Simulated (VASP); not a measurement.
# BP (Fm-3m) in VASP: notebook, part 2 of 2

VASP 6.6.1. The steps go on from the part before.

## (4) Single point, HSE06

This run uses another cell than the first one, of 10.01 Å³/atom.

POSCAR

```
BP
1.0
    0.0000000000      2.1554245244      2.1554245244
    2.1554245244      0.0000000000      2.1554245244
    2.1554245244      2.1554245244      0.0000000000
B P
1 1
Direct
    0.0000000000      0.0000000000      0.0000000000
    0.5000000000      0.5000000000      0.5000000000
```

INCAR.step1

```
SYSTEM = BP
ALGO = Normal
EDIFF = 1E-5
ENCUT = 520
GGA = PE
ISIF = 2
ISMEAR = -1
LASPH = .True.
LCHARG = .False.
LREAL = .False.
LWAVE = .True.
NBANDS = 11
NELM = 100
PREC = Accurate
SIGMA = 0.02
```

INCAR.step2

```
SYSTEM = BP
ALGO = Normal
EDIFF = 1E-6
ENCUT = 520
GGA = PE
HFSCREEN = 0.2079
ISIF = 2
ISMEAR = -1
ISTART = 1
LASPH = .True.
LCHARG = .False.
LHFCALC = .True.
LREAL = .False.
LWAVE = .False.
NBANDS = 11
NELM = 100
PREC = Accurate
PRECFOCK = Normal
SIGMA = 0.02
```

KPOINTS

```
k-points
0
Gamma
  8 8 8
  0 0 0
```

Potentials or basis: VASP PAW PBE potentials, release 64 (B, P).

Started as:

```sh
cat potpaw_PBE.64/B/POTCAR potpaw_PBE.64/P/POTCAR > POTCAR
cp INCAR.step1 INCAR
mpirun -np 1 vasp_std > vasp.out
cp INCAR.step2 INCAR
mpirun -np 1 vasp_std > vasp.out
```

OUTCAR:

```text
SYSTEM = BP
   EDIFF = 1E-6
   ENCUT = 520
   GGA = PE
   HFSCREEN = 0.2079
   ISIF = 2
   ISMEAR = -1
   ISTART = 1
   LASPH = .True.
   LHFCALC = .True.
   LREAL = .False.
   NELM = 100
   PREC = Accurate
   PRECFOCK = Normal

 ion  position               nearest neighbor table
   1  0.000  0.000  0.000-   2 2.16   2 2.16   2 2.16   2 2.16   2 2.16   2 2.16
   2  0.500  0.500  0.500-   1 2.16   1 2.16   1 2.16   1 2.16   1 2.16   1 2.16

  LATTYP: Found a face centered cubic cell.
 ALAT       =     4.3108490488

  Lattice vectors:

 A1 = (   0.0000000000,   2.1554245244,   2.1554245244)
 A2 = (   2.1554245244,   0.0000000000,   2.1554245244)
 A3 = (   2.1554245244,   2.1554245244,   0.0000000000)

Analysis of symmetry for initial positions (statically):
=====================================================================
 Subroutine PRICEL returns:
 Original cell was already a primitive cell.

 Routine SETGRP: Setting up the symmetry group for a
 face centered cubic supercell.

[... 180 lines left out ...]
 k-point     1 :       0.0000    0.0000    0.0000
  band No.  band energies     occupation
      1      -9.3431      2.00000
      2       9.6269      0.97093
      3       9.6269      0.97093
      4       9.6269      0.97092
      5      17.2007      0.00000
      6      18.3444      0.00000
      7      18.3444      0.00000
      8      18.3444      0.00000
      9      19.4963      0.00000
     10      19.4963      0.00000
     11      19.4963      0.00000
[... 309 lines left out ...]
 k-point    24 :      -0.3750    0.2500    0.1250
  band No.  band energies     occupation
      1      -3.3891      2.00000
      2      -1.5047      2.00000
      3       5.1976      2.00000
      4       5.6497      2.00000
      5      12.8022      0.00000
      6      13.7260      0.00000
      7      20.4599      0.00000
      8      20.7591      0.00000
      9      22.9220      0.00000
     10      23.1619      0.00000
     11      27.7494      0.00000

 [... further k-points ...]

------------------------ aborting loop because EDIFF is reached ----------------------------------------

  FORCE on cell =-STRESS in cart. coord.  units (eV):
  Direction    XX          YY          ZZ          XY          YZ          ZX
  --------------------------------------------------------------------------------------
  -------------------------------------------------------------------------------------
  Total       -0.5512035     -0.5512035     -0.5512035      0.0000000      0.0000000     -0.0000000
  in kB      -44.0954783    -44.0954783    -44.0954783      0.0000000      0.0000000     -0.0000000
  external PRESSURE =     -44.0954783 kB  Pullay stress =       0.0000000 kB

 VOLUME and BASIS-vectors are now :
 -----------------------------------------------------------------------------
  energy-cutoff  :      520.00
  volume of cell :       20.03
      direct lattice vectors                 reciprocal lattice vectors
     0.000000000  2.155424524  2.155424524    -0.231972864  0.231972864  0.231972864
     2.155424524  0.000000000  2.155424524     0.231972864 -0.231972864  0.231972864
     2.155424524  2.155424524  0.000000000     0.231972864  0.231972864 -0.231972864

 POSITION                                       TOTAL-FORCE (eV/Angst)
 -----------------------------------------------------------------------------------
      0.00000      0.00000      0.00000         0.000000      0.000000      0.000000
      2.15542      2.15542      2.15542         0.000000      0.000000      0.000000
 -----------------------------------------------------------------------------------
    total drift:                               -0.000000     -0.000000     -0.000000

  FREE ENERGIE OF THE ION-ELECTRON SYSTEM (eV)
  ---------------------------------------------------
  free  energy   TOTEN  =       -12.3034138420 eV

  energy  without entropy=      -12.3016670712  energy(sigma->0) =      -12.30254046
```

OSZICAR.step1:

```text
N       E                     dE             d eps       ncg     rms          rms(c)
DAV:   1     0.758262697979E+01    0.75826E+01   -0.40062E+03   638   0.670E+02
DAV:   2    -0.105089293118E+02   -0.18092E+02   -0.17470E+02   802   0.104E+02
DAV:   3    -0.109774737222E+02   -0.46854E+00   -0.46536E+00   822   0.138E+01
DAV:   4    -0.109786859225E+02   -0.12122E-02   -0.12118E-02   754   0.788E-01
DAV:   5    -0.109786898244E+02   -0.39018E-05   -0.39026E-05   738   0.434E-02    0.627E+00
DAV:   6    -0.107712272009E+02    0.20746E+00   -0.77276E-01   728   0.335E+00    0.337E+00
DAV:   7    -0.107690954576E+02    0.21317E-02   -0.51770E-02   768   0.127E+00    0.133E+00
DAV:   8    -0.107696493457E+02   -0.55389E-03   -0.23648E-03   695   0.291E-01    0.176E-01
DAV:   9    -0.107697544757E+02   -0.10513E-03   -0.16960E-04   743   0.835E-02    0.464E-02
DAV:  10    -0.107697644802E+02   -0.10005E-04   -0.12525E-05   642   0.267E-02    0.142E-02
DAV:  11    -0.107697643895E+02    0.90737E-07   -0.18215E-06   367   0.639E-03
   1 F= -.10769764E+02 E0= -.10768000E+02  d E =-.352867E-02
```

It took 26 min on 1 thread of Intel Xeon Platinum 8488C (Sapphire Rapids), shared host; peak memory 0.25 GiB.

Results:

```
Free energy            : -12.3034 eV
Pressure               : -4.4 GPa
Band gap on the k mesh : zero (bands 4 and 5 overlap by 4.69 eV)
```

Levels at points of the mesh, in eV from the Fermi level:
| k point | band 1 | band 2 | band 3 | band 4 | band 5 | band 6 | band 7 | band 8 | band 9 |
| --- | --- | --- | --- | --- | --- | --- | --- | --- | --- |
| (0.00, 0.00, 0.00) | -18.97 | 0.00 | 0.00 | 0.00 | 7.57 | 8.72 | 8.72 | 8.72 | 9.87 |
| (0.50, 0.00, 0.00) | -13.98 | -12.05 | 0.89 | 0.89 | 1.42 | 1.42 | 5.97 | 8.02 | 16.63 |
| (0.50, 0.50, 0.00) | -11.95 | -10.17 | -4.81 | -4.81 | -3.04 | 3.10 | 13.61 | 13.61 | 16.44 |

Caveat: the cell stands under tension; the structure was generated, so it needn't be the stable form of BP; the PAW data sets were made with another functional, which shifts forces and pressure a little.

## (5) The runs side by side

```tsv
task	level	cell	k mesh	cutoff (eV)	grid for exact exchange (PRECFOCK)	share of exact exchange	screening parameter	gap on the mesh (eV)	pressure (GPa)	relaxed volume (Å³/atom)
relaxation of cell and atoms	PBE	relaxed from a = 2.870 Å, angles 60.0°, 2 atoms	10 × 10 × 10	600	-	-	-	none	0.0	10.01
relaxation of cell and atoms	r2SCAN	relaxed from a = 3.049 Å, angles 60.0°, 2 atoms	10 × 10 × 10	600	-	-	-	none	0.0	9.99
single point	HSE06	a = 3.048 Å, angles 60.0°, 2 atoms	8 × 8 × 8	520	Normal	0.25	0.2079 1/Å	none	-4.4	-
```

Alike in all rows: potentials or basis VASP PAW PBE potentials, release 64 (B, P); no spin polarisation; smearing fermi-dirac 0.02 eV.

Caveats: the structure was generated, so it needn't be the stable form of BP; the PAW data sets were made with another functional, which shifts forces and pressure a little (at least some runs); the volume moved by over 15 % at a fixed basis, so the end points are rough (at least some runs); the cell stands under tension (at least some runs).

Absolute energies hang on the potentials; compare differences alone.
